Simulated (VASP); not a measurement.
# K5P3 (P6/mmm) in VASP: single point with PBE

Aim: the single point of K5P3 with PBE.

All numbers are computed with VASP 6.6.1; they aren't measurements. Logs are shortened: lines on timing, memory, paths and dates and some standing lists are left out, and cuts for length are marked.

## 1. The cell of the first run

It takes space group P6/mmm (No. 191, hexagonal). The conventional cell has a = 9.848 Å, b = 9.848 Å, c = 6.295 Å, α = 90.00°, β = 90.00°, γ = 120.00°. Within 3.7 Å of K (site symmetry -6m2) lie 3 P at 2.84 Å and 2 K at 3.15 Å. K (site symmetry -6m2) has 2 K at 3.15 Å and 6 P at 4.24 Å within 4.3 Å. P (site symmetry mmm) has 2 K at 2.84 Å within 3.7 Å.

The cell was generated, and may not be a known phase.

## 2. Single point, PBE

INCAR reads:

```
SYSTEM = K5P3
PREC = Accurate
ENCUT = 520
EDIFF = 1E-6
ISMEAR = 0
SIGMA = 0.1
LREAL = .False.
LASPH = .True.
NELM = 80
ALGO = Normal
ISIF = 2
LWAVE = .False.
LCHARG = .False.
GGA = PE
NBANDS = 40
```

KPOINTS reads:

```
Automatic mesh
0
Gamma
  6 6 6
  0 0 0
```

POSCAR reads:

```
K5P3
1.0
    9.8476157066      0.0000000000      0.0000000000
   -4.9238078533      8.5282853686      0.0000000000
    0.0000000000      0.0000000000      6.2945757012
K P
5 3
Direct
    0.3333333333      0.6666666667      0.5000000000
    0.6666666667      0.3333333333      0.5000000000
    0.3333333333      0.6666666667      0.0000000000
    0.6666666667      0.3333333333      0.0000000000
    0.0000000000      0.0000000000      0.0000000000
    0.5000000000      0.0000000000      0.5000000000
    0.0000000000      0.5000000000      0.5000000000
    0.5000000000      0.5000000000      0.5000000000
```

Potentials or basis: VASP PAW PBE potentials, release 64 (K_sv, P).

The run is started by

```bash
> cat potpaw_PBE.64/K_sv/POTCAR potpaw_PBE.64/P/POTCAR > POTCAR
> mpirun -np 1 vasp_std > vasp.out
```

OUTCAR:

```text
SYSTEM = K5P3
   PREC = Accurate
   ENCUT = 520
   EDIFF = 1E-6
   ISMEAR = 0
   LREAL = .False.
   LASPH = .True.
   NELM = 80
   ISIF = 2
   GGA = PE

 ion  position               nearest neighbor table
   1  0.333  0.667  0.500-   6 2.84   7 2.84   8 2.84   3 3.15   3 3.15
   2  0.667  0.333  0.500-   6 2.84   7 2.84   8 2.84   4 3.15   4 3.15
   3  0.333  0.667  0.000-   1 3.15   1 3.15
   4  0.667  0.333  0.000-   2 3.15   2 3.15
   5  0.000  0.000  0.000-
   6  0.500  0.000  0.500-   1 2.84   2 2.84
   7  0.000  0.500  0.500-   1 2.84   2 2.84
   8  0.500  0.500  0.500-   1 2.84   2 2.84

  LATTYP: Found a hexagonal cell.
 ALAT       =     9.8476157066
 C/A-ratio  =     0.6391979428

  Lattice vectors:

 A1 = (   9.8476157066,   0.0000000000,   0.0000000000)
 A2 = (  -4.9238078533,   8.5282853686,   0.0000000000)
 A3 = (   0.0000000000,   0.0000000000,   6.2945757012)

Analysis of symmetry for initial positions (statically):
=====================================================================
 Subroutine PRICEL returns:
 Original cell was already a primitive cell.

 Routine SETGRP: Setting up the symmetry group for a
 hexagonal supercell.

 Subroutine GETGRP returns: Found 24 space group operations
 (whereof 24 operations were pure point group operations)
 out of a pool of 24 trial point group operations.

The static configuration has the point symmetry D_6h.

Analysis of symmetry for dynamics (positions and initial velocities):
=====================================================================
 Subroutine PRICEL returns:
 Original cell was already a primitive cell.

 Routine SETGRP: Setting up the symmetry group for a
 hexagonal supercell.

 Subroutine GETGRP returns: Found 24 space group operations
 (whereof 24 operations were pure point group operations)
 out of a pool of 24 trial point group operations.

The dynamic configuration has the point symmetry D_6h.

 Subroutine INISYM returns: Found 24 space group operations
 (whereof 24 operations are pure point group operations),
 and found     1 'primitive' translations

----------------------------------------------------------------------------------------

                                     Primitive cell

  volume of cell :     528.6391

  direct lattice vectors                    reciprocal lattice vectors
     9.847615707  0.000000000  0.000000000     0.101547423  0.058628432  0.000000000
    -4.923807853  8.528285369  0.000000000     0.000000000  0.117256864  0.000000000
     0.000000000  0.000000000  6.294575701     0.000000000  0.000000000  0.158866943

  length of vectors
     9.847615707  9.847615707  6.294575701     0.117256864  0.117256864  0.158866943

  position of ions in fractional coordinates (direct lattice)
     0.333333333  0.666666667  0.500000000
     0.666666667  0.333333333  0.500000000
     0.333333333  0.666666667  0.000000000
     0.666666667  0.333333333  0.000000000
     0.000000000  0.000000000  0.000000000
     0.500000000  0.000000000  0.500000000
     0.000000000  0.500000000  0.500000000
     0.500000000  0.500000000  0.500000000

  ion indices of the primitive-cell ions
   primitive index   ion index
                 1           1
                 2           2
                 3           3
                 4           4
                 5           5
                 6           6
                 7           7
                 8           8

----------------------------------------------------------------------------------------

 KPOINTS: Automatic mesh

Automatic generation of k-mesh.
 Grid dimensions read from file:
 generate k-points for:    6    6    6

 Generating k-lattice:

  Cartesian coordinates                     Fractional coordinates (reciprocal lattice)
     0.016924571  0.009771405  0.000000000     0.166666667  0.000000000  0.000000000
     0.000000000  0.019542811  0.000000000     0.000000000  0.166666667  0.000000000
     0.000000000  0.000000000  0.026477824     0.000000000  0.000000000  0.166666667

  Length of vectors
     0.019542811  0.019542811  0.026477824

  Shift w.r.t. Gamma in fractional coordinates (k-lattice)
     0.000000000  0.000000000  0.000000000

 Subroutine IBZKPT returns following result:
 ===========================================

 Found     28 irreducible k-points:

 Following reciprocal coordinates:
            Coordinates               Weight
  0.000000  0.000000  0.000000      1.000000
  0.166667  0.000000  0.000000      6.000000
  0.333333  0.000000  0.000000      6.000000
  0.500000  0.000000  0.000000      3.000000
  0.166667  0.166667  0.000000      6.000000
  0.333333  0.166667  0.000000     12.000000
[... 16 lines left out ...]
  0.166667  0.000000  0.500000      6.000000
  0.333333  0.000000  0.500000      6.000000
 [... further k-points ...]
   k-points           NKPTS =     28   k-points in BZ     NKDIM =     28   number of bands    NBANDS=     40
   number of dos      NEDOS =    301   number of ions     NIONS =      8
   total plane-waves  NPLWV = 307200
   dimension x,y,z NGX =    80 NGY =   80 NGZ =   48
   dimension x,y,z NGXF=   160 NGYF=  160 NGZF=   96
   ions per type =               5   3
   NGX,Y,Z   is equivalent  to a cutoff of  13.51, 13.51, 12.68 a.u.
   NGXF,Y,Z  is equivalent  to a cutoff of  27.01, 27.01, 25.35 a.u.
 SYSTEM =  K5P3
   PREC   = accura    normal or accurate (medium, high low for compatibility)
   ISTART =      0    job   : 0-new  1-cont  2-samecut
   ICHARG =      2    charge: 1-file 2-atom 10-const
   ISPIN  =      1    spin polarized calculation?
   LNONCOLLINEAR =      F non collinear calculations
   LSORBIT =      F    spin-orbit coupling
   LASPH  =      T    aspherical Exc in radial PAW
   ENCUT  =  520.0 eV  38.22 Ry    6.18 a.u.  18.31 18.31 11.70*2*pi/ulx,y,z
   NELM   =     80;   NELMIN=  2; NELMDL= -5     # of ELM steps
   EDIFF  = 0.1E-05   stopping-criterion for ELM
   LREAL  =      F    real-space projection
[... 7 lines left out ...]
   TEBEG  =    0.0;   TEEND  =   0.0 temperature during run
   PSTRESS=    0.0 pullay stress
   NELECT =      60.0000    total number of electrons
   NUPDOWN=      -1.0000    fix difference up-down
   EMIN   =  10.00;   EMAX   =-10.00  energy-range for DOS
   EFERMI =   0.00;   METHOD = LEGACY
   ISMEAR =     0;   SIGMA  =   0.10  broadening in eV -4-tet -1-fermi 0-gaus
   EFERMI_NEDOS =   21; number of points for ismear=-14 and -15
   IALGO  =     38    algorithm
   IMIX   =      4    mixing-type and parameters
     AMIX     =   0.40;   BMIX     =  1.00
     AMIX_MAG =   1.60;   BMIX_MAG =  1.00
  volume/ion in A,a.u.               =      66.08       445.93
  Fermi-wavevector in a.u.,A,eV,Ry     =   0.792633  1.497859  8.548093  0.628267
  Thomas-Fermi vector in A             =   1.898410
   LORBIT       =      0    0 simple, 1 ext, 2 COOP (PROOUT), +10 PAW based schemes
   GGA     = PE    functional components
   LHFCALC =     F    Hartree Fock is set to
   AEXX    =    0.0000 exact exchange contribution
   IVDW    =     0    specifies the selected vdW correction
   LEPSILON=     F    determine dielectric tensor
   LRPA    =     F    only Hartree local field effects (RPA)
 non-spin polarized calculation
 Gauss-broadening in eV      SIGMA  =   0.10
  energy-cutoff  :      520.00
  volume of cell :      528.64
 maximum number of plane-waves:     14280
 NGX is ok and might be reduce to    80
   NGX = 37   NGY = 37   NGZ = 23

 number of electron      59.9999998 magnetization

 Free energy of the ion-electron system (eV)
  ---------------------------------------------------
  ext. energy  EPLUGINS =         0.00000000
  ---------------------------------------------------
  free energy    TOTEN  =       -14.77973443 eV

  energy without entropy =      -14.69755435  energy(sigma->0) =      -14.73864439

 E-fermi :  -1.1095     XC(G=0):  -5.2700

 val. band max:       -1.1215185980   @ k =   0.3333   0.3333   0.3333
 cond. band min:      -1.1084246641   @ k =   0.1667   0.0000   0.1667
 fundamental gap:      0.0130939339
 Fermi energy:        -1.1095437453

 k-point     1 :       0.0000    0.0000    0.0000
  band No.  band energies     occupation
      1     -34.1366      2.00000
      2     -33.0293      2.00000
      3     -33.0292      2.00000
      4     -31.1789      2.00000
      5     -31.1783      2.00000
      6     -17.5786      2.00000
[... 32 lines left out ...]
     39       2.0490      0.00000
     40       2.5176      0.00000

 k-point     2 :       0.1667    0.0000    0.0000
  band No.  band energies     occupation
      1     -34.1366      2.00000
      2     -33.0293      2.00000
      3     -33.0292      2.00000
      4     -31.1789      2.00000
      5     -31.1783      2.00000
      6     -17.5786      2.00000
[... 32 lines left out ...]
     39       2.2891      0.00000
     40       2.5706      0.00000

 k-point     3 :       0.3333    0.0000    0.0000
  band No.  band energies     occupation
      1     -34.1366      2.00000
      2     -33.0293      2.00000
      3     -33.0292      2.00000
      4     -31.1788      2.00000
      5     -31.1784      2.00000
      6     -17.5786      2.00000
[... 32 lines left out ...]
     39       2.5602      0.00000
     40       2.6742      0.00000

 k-point     4 :       0.5000    0.0000    0.0000
  band No.  band energies     occupation
      1     -34.1366      2.00000
      2     -33.0293      2.00000
      3     -33.0293      2.00000
      4     -31.1787      2.00000
      5     -31.1785      2.00000
      6     -17.5786      2.00000
[... 32 lines left out ...]
     39       2.5871      0.00000
     40       2.7610      0.00000
[... 772 lines left out ...]
     39       2.7011      0.00000
     40       2.7013      0.00000

 k-point    23 :       0.1667    0.0000    0.5000
  band No.  band energies     occupation
      1     -34.1366      2.00000
      2     -33.0271      2.00000
      3     -33.0271      2.00000
      4     -31.1829      2.00000
      5     -31.1824      2.00000
      6     -17.5792      2.00000
[... 32 lines left out ...]
     39       2.6834      0.00000
     40       2.7116      0.00000

 k-point    24 :       0.3333    0.0000    0.5000
  band No.  band energies     occupation
      1     -34.1366      2.00000
      2     -33.0271      2.00000
      3     -33.0271      2.00000
      4     -31.1828      2.00000
      5     -31.1825      2.00000
      6     -17.5792      2.00000
[... 32 lines left out ...]
     39       2.4558      0.00000
     40       2.6832      0.00000

 [... further k-points ...]

------------------------ aborting loop because EDIFF is reached ----------------------------------------

  FORCE on cell =-STRESS in cart. coord.  units (eV):
  Direction    XX          YY          ZZ          XY          YZ          ZX
  --------------------------------------------------------------------------------------
  -------------------------------------------------------------------------------------
  Total        0.0573045      0.0573045      0.0620895      0.0000000      0.0000000      0.0000000
  in kB        0.1736760      0.1736760      0.1881783      0.0000000      0.0000000      0.0000000
  external PRESSURE =       0.1785101 kB  Pullay stress =       0.0000000 kB

 VOLUME and BASIS-vectors are now :
 -----------------------------------------------------------------------------
  energy-cutoff  :      520.00
  volume of cell :      528.64
      direct lattice vectors                 reciprocal lattice vectors
     9.847615707  0.000000000  0.000000000     0.101547423  0.058628432  0.000000000
    -4.923807853  8.528285369  0.000000000     0.000000000  0.117256864  0.000000000
     0.000000000  0.000000000  6.294575701     0.000000000  0.000000000  0.158866943

 POSITION                                       TOTAL-FORCE (eV/Angst)
 -----------------------------------------------------------------------------------
     -0.00000      5.68552      3.14729         0.000000     -0.000000      0.000000
      4.92381      2.84276      3.14729        -0.000000      0.000000      0.000000
     -0.00000      5.68552      0.00000         0.000000      0.000000      0.000000
      4.92381      2.84276      0.00000        -0.000000      0.000000      0.000000
      0.00000      0.00000      0.00000        -0.000000      0.000000      0.000000
      4.92381      0.00000      3.14729        -0.000000      0.000000      0.000000
     -2.46190      4.26414      3.14729        -0.000000      0.000000      0.000000
      2.46190      4.26414      3.14729        -0.000000      0.000000      0.000000
 -----------------------------------------------------------------------------------
    total drift:                               -0.000000      0.000000     -0.000000

  FREE ENERGIE OF THE ION-ELECTRON SYSTEM (eV)
  ---------------------------------------------------
  free  energy   TOTEN  =       -14.7797344318 eV

  energy  without entropy=      -14.6975543488  energy(sigma->0) =      -14.73864439
```

Run time: 9.9 min. Hardware: 1 thread of Intel Xeon Platinum 8488C (Sapphire Rapids), shared host; peak memory 0.88 GiB.

What came out:

```yaml
Free_energy: -14.7797 eV
Pressure: 0.0 GPa
Band_gap_on_the_k_mesh: zero (bands 30 and 31 overlap by 0.14 eV)
```
